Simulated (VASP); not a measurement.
# Cd2O3 (Pn-3m) in VASP: single point with PBE

Aim: the single point of Cd2O3 with PBE.

All numbers are computed with VASP 6.6.1; they aren't measurements. Logs are shortened: lines on timing, memory, paths and dates and some standing lists are left out, and cuts for length are marked.

## (1) The cell of the first run

The structure is cubic, space group Pn-3m (No. 224). The conventional cell has a = 5.307 Å, b = 5.307 Å, c = 5.307 Å, α = 90.00°, β = 90.00°, γ = 90.00°. Within 3.0 Å of Cd (site symmetry -3m) lie 6 O at 2.30 Å. O (site symmetry -42m) has 4 Cd at 2.30 Å and 4 O at 2.65 Å within 3.0 Å.

## (2) Single point, PBE

INCAR

```
SYSTEM = Cd2O3
ALGO = Normal ; EDIFF = 1E-6
ENCUT = 520 ; GGA = PE
ISIF = 2 ; ISMEAR = -1
LASPH = .True. ; LCHARG = .False.
LREAL = .False. ; LWAVE = .False.
NBANDS = 53 ; NELM = 80
PREC = Accurate ; SIGMA = 0.06122561905347299
```

KPOINTS

```
k-points
0
Gamma
  11 11 11
  0 0 0
```

POSCAR

```
Cd2O3
1.0
    5.3065815668      0.0000000000      0.0000000000
    0.0000000000      5.3065815668      0.0000000000
    0.0000000000      0.0000000000      5.3065815668
Cd O
4 6
Direct
    0.2500000000      0.2500000000      0.2500000000
    0.7500000000      0.7500000000      0.2500000000
    0.7500000000      0.2500000000      0.7500000000
    0.2500000000      0.7500000000      0.7500000000
    0.5000000000      0.0000000000      0.0000000000
    0.0000000000      0.5000000000      0.0000000000
    0.0000000000      0.0000000000      0.5000000000
    0.5000000000      0.5000000000      0.0000000000
    0.5000000000      0.0000000000      0.5000000000
    0.0000000000      0.5000000000      0.5000000000
```

Potentials or basis: VASP PAW PBE potentials, release 64 (Cd, O).

Launch:

```
> cat potpaw_PBE.64/Cd/POTCAR potpaw_PBE.64/O/POTCAR > POTCAR
> mpirun -np 1 vasp_std > vasp.out
```

OUTCAR:

```text
SYSTEM = Cd2O3
   EDIFF = 1E-6
   ENCUT = 520
   GGA = PE
   ISIF = 2
   ISMEAR = -1
   LASPH = .True.
   LREAL = .False.
   NELM = 80
   PREC = Accurate

 ion  position               nearest neighbor table
   1  0.250  0.250  0.250-   5 2.30   6 2.30   7 2.30   8 2.30   9 2.30  10 2.30   2 3.75   3 3.75
                             4 3.75   3 3.75   4 3.75   2 3.75   4 3.75   4 3.75   2 3.75   3 3.75
   2  0.750  0.750  0.250-   5 2.30   6 2.30   7 2.30   8 2.30   9 2.30  10 2.30   1 3.75   3 3.75
                             4 3.75   3 3.75   4 3.75   1 3.75   3 3.75   3 3.75   1 3.75   4 3.75
   3  0.750  0.250  0.750-   5 2.30   6 2.30   7 2.30   8 2.30   9 2.30  10 2.30   1 3.75   2 3.75
                             4 3.75   1 3.75   2 3.75   2 3.75   4 3.75   2 3.75   1 3.75   4 3.75
   4  0.250  0.750  0.750-   5 2.30   6 2.30   7 2.30   8 2.30   9 2.30  10 2.30   1 3.75   2 3.75
                             3 3.75   1 3.75   2 3.75   1 3.75   3 3.75   1 3.75   2 3.75   3 3.75
   5  0.500  0.000  0.000-   1 2.30   2 2.30   3 2.30   4 2.30
   6  0.000  0.500  0.000-   1 2.30   2 2.30   3 2.30   4 2.30
   7  0.000  0.000  0.500-   1 2.30   2 2.30   3 2.30   4 2.30
   8  0.500  0.500  0.000-   1 2.30   2 2.30   3 2.30   4 2.30
   9  0.500  0.000  0.500-   1 2.30   2 2.30   3 2.30   4 2.30
  10  0.000  0.500  0.500-   1 2.30   2 2.30   3 2.30   4 2.30

  LATTYP: Found a simple cubic cell.
 ALAT       =     5.3065815668

  Lattice vectors:

 A1 = (   5.3065815668,   0.0000000000,   0.0000000000)
 A2 = (   0.0000000000,   5.3065815668,   0.0000000000)
 A3 = (   0.0000000000,   0.0000000000,   5.3065815668)

Analysis of symmetry for initial positions (statically):
=====================================================================
 Subroutine PRICEL returns:
 Original cell was already a primitive cell.

 Routine SETGRP: Setting up the symmetry group for a
 simple cubic supercell.

 Subroutine GETGRP returns: Found 48 space group operations
 (whereof 24 operations were pure point group operations)
 out of a pool of 48 trial point group operations.

The static configuration has the point symmetry T_d .
 The point group associated with its full space group is O_h .

Analysis of symmetry for dynamics (positions and initial velocities):
=====================================================================
 Subroutine PRICEL returns:
 Original cell was already a primitive cell.

 Routine SETGRP: Setting up the symmetry group for a
 simple cubic supercell.

 Subroutine GETGRP returns: Found 48 space group operations
[... 130 lines left out ...]
   PSTRESS=    0.0 pullay stress
   NELECT =      84.0000    total number of electrons
   NUPDOWN=      -1.0000    fix difference up-down
   EMIN   =  10.00;   EMAX   =-10.00  energy-range for DOS
   EFERMI =   0.00;   METHOD = LEGACY
   ISMEAR =    -1;   SIGMA  =   0.06  broadening in eV -4-tet -1-fermi 0-gaus
   EFERMI_NEDOS =   21; number of points for ismear=-14 and -15
   IALGO  =     38    algorithm
   IMIX   =      4    mixing-type and parameters
     AMIX     =   0.40;   BMIX     =  1.00
     AMIX_MAG =   1.60;   BMIX_MAG =  1.00
  volume/ion in A,a.u.               =      14.94       100.84
  Fermi-wavevector in a.u.,A,eV,Ry     =   1.351097  2.553202 24.836920  1.825462
  Thomas-Fermi vector in A             =   2.478547
   LORBIT       =      0    0 simple, 1 ext, 2 COOP (PROOUT), +10 PAW based schemes
   GGA     = PE    functional components
   LHFCALC =     F    Hartree Fock is set to
   AEXX    =    0.0000 exact exchange contribution
   IVDW    =     0    specifies the selected vdW correction
   LEPSILON=     F    determine dielectric tensor
   LRPA    =     F    only Hartree local field effects (RPA)
 non-spin polarized calculation
  energy-cutoff  :      520.00
  volume of cell :      149.43
 maximum number of plane-waves:      4046
 NGX is ok and might be reduce to    40
   NGX = 19   NGY = 19   NGZ = 19

 number of electron      83.9999993 magnetization

 Free energy of the ion-electron system (eV)
  ---------------------------------------------------
  ext. energy  EPLUGINS =         0.00000000
  ---------------------------------------------------
  free energy    TOTEN  =       -36.61058721 eV

  energy without entropy =      -36.47357763  energy(sigma->0) =      -36.54208242

 E-fermi :   0.2877     XC(G=0): -10.2182

 val. band max:        0.2842168517   @ k =   0.3636   0.1818   0.1818
 cond. band min:       0.2919532506   @ k =   0.2727   0.1818   0.0909
 fundamental gap:      0.0077363990
 Fermi energy:         0.2876714474

 k-point     1 :       0.0000    0.0000    0.0000
  band No.  band energies     occupation
      1     -17.1548      2.00000
      2     -16.4412      2.00000
      3     -16.4412      2.00000
      4     -15.9849      2.00000
      5     -15.9849      2.00000
      6     -15.4651      2.00000
[... 1333 lines left out ...]
     52       9.3123      0.00000
     53       9.9575      0.00000

 [... further k-points ...]

------------------------ aborting loop because EDIFF is reached ----------------------------------------

  FORCE on cell =-STRESS in cart. coord.  units (eV):
  Direction    XX          YY          ZZ          XY          YZ          ZX
  --------------------------------------------------------------------------------------
  -------------------------------------------------------------------------------------
  Total       -0.7646928     -0.7646928     -0.7646928      0.0000000      0.0000000     -0.0000000
  in kB       -8.1988524     -8.1988524     -8.1988524      0.0000000      0.0000000     -0.0000000
  external PRESSURE =      -8.1988524 kB  Pullay stress =       0.0000000 kB

 VOLUME and BASIS-vectors are now :
 -----------------------------------------------------------------------------
  energy-cutoff  :      520.00
  volume of cell :      149.43
      direct lattice vectors                 reciprocal lattice vectors
     5.306581567  0.000000000  0.000000000     0.188445233  0.000000000  0.000000000
     0.000000000  5.306581567  0.000000000     0.000000000  0.188445233  0.000000000
     0.000000000  0.000000000  5.306581567     0.000000000  0.000000000  0.188445233

 POSITION                                       TOTAL-FORCE (eV/Angst)
 -----------------------------------------------------------------------------------
      1.32665      1.32665      1.32665        -0.000000      0.000000      0.000000
      3.97994      3.97994      1.32665         0.000000     -0.000000      0.000000
      3.97994      1.32665      3.97994         0.000000      0.000000     -0.000000
      1.32665      3.97994      3.97994        -0.000000     -0.000000      0.000000
      2.65329      0.00000      0.00000         0.000000     -0.000000     -0.000000
      0.00000      2.65329      0.00000         0.000000     -0.000000     -0.000000
      0.00000      0.00000      2.65329         0.000000     -0.000000     -0.000000
      2.65329      2.65329      0.00000         0.000000      0.000000      0.000000
      2.65329      0.00000      2.65329         0.000000     -0.000000     -0.000000
      0.00000      2.65329      2.65329         0.000000      0.000000      0.000000
 -----------------------------------------------------------------------------------
    total drift:                               -0.000000      0.000000     -0.000000

  FREE ENERGIE OF THE ION-ELECTRON SYSTEM (eV)
  ---------------------------------------------------
  free  energy   TOTEN  =       -36.6105872104 eV

  energy  without entropy=      -36.4735776330  energy(sigma->0) =      -36.54208242
```

OSZICAR:

```text
N       E                     dE             d eps       ncg     rms          rms(c)
DAV:   1     0.742042729471E+03    0.74204E+03   -0.45460E+04  5936   0.158E+03
DAV:   2     0.118667351776E+02   -0.73018E+03   -0.70232E+03  6648   0.420E+02
DAV:   3    -0.432557404686E+02   -0.55122E+02   -0.53737E+02  6555   0.120E+02
DAV:   4    -0.440167484153E+02   -0.76101E+00   -0.75745E+00  6505   0.144E+01
DAV:   5    -0.440237436907E+02   -0.69953E-02   -0.69936E-02  6661   0.119E+00    0.207E+01
DAV:   6    -0.369896242536E+02    0.70341E+01   -0.33206E+01  8912   0.603E+01    0.220E+01
DAV:   7    -0.367865846052E+02    0.20304E+00   -0.56921E+00  6049   0.154E+01    0.110E+01
DAV:   8    -0.366632573020E+02    0.12333E+00   -0.13606E+00  6346   0.732E+00    0.261E+00
DAV:   9    -0.366077324839E+02    0.55525E-01   -0.17334E-01  6968   0.276E+00    0.476E-01
DAV:  10    -0.366093968271E+02   -0.16643E-02   -0.18982E-02  6292   0.658E-01    0.237E-01
DAV:  11    -0.366105539137E+02   -0.11571E-02   -0.16702E-03  6342   0.250E-01    0.969E-02
DAV:  12    -0.366105562797E+02   -0.23659E-05   -0.30237E-04  6695   0.159E-01    0.548E-02
DAV:  13    -0.366105948397E+02   -0.38560E-04   -0.64718E-05  6311   0.428E-02    0.323E-02
DAV:  14    -0.366105871199E+02    0.77198E-05   -0.34275E-05  6594   0.398E-02    0.645E-03
DAV:  15    -0.366105872104E+02   -0.90449E-07   -0.30946E-06  5071   0.907E-03
   1 F= -.36610587E+02 E0= -.36542082E+02  d E =-.137010E+00
```

stdout:

```text
POSCAR found type information on POSCAR CdO
 POSCAR found :  2 types and      10 ions
 scaLAPACK will be used
 LDA part: xc-table for (Slater+PW92), standard interpolation
 POSCAR, INCAR and KPOINTS ok, starting setup
 FFT: planning ... GRIDC
 FFT: planning ... GRID_SOFT
 FFT: planning ... GRID
 WAVECAR not read
 entering main loop
```

It took 8.3 min on 1 thread of Intel Xeon 8259CL, shared host; peak memory 0.44 GiB.

Results:

```
Free energy            : -36.6106 eV
Pressure               : -0.8 GPa
Band gap on the k mesh : zero (bands 42 and 43 overlap by 0.74 eV)
```

Levels at points of the mesh, in eV from the Fermi level:
```csv
k point,band 39,band 40,band 41,band 42,band 43,band 44,band 45,band 46
"(0.00, 0.00, 0.00)",-0.18,-0.18,-0.18,0.50,0.50,0.50,1.21,3.27
```

Caveat: semilocal functionals underestimate gaps, and a narrow one can read as zero.
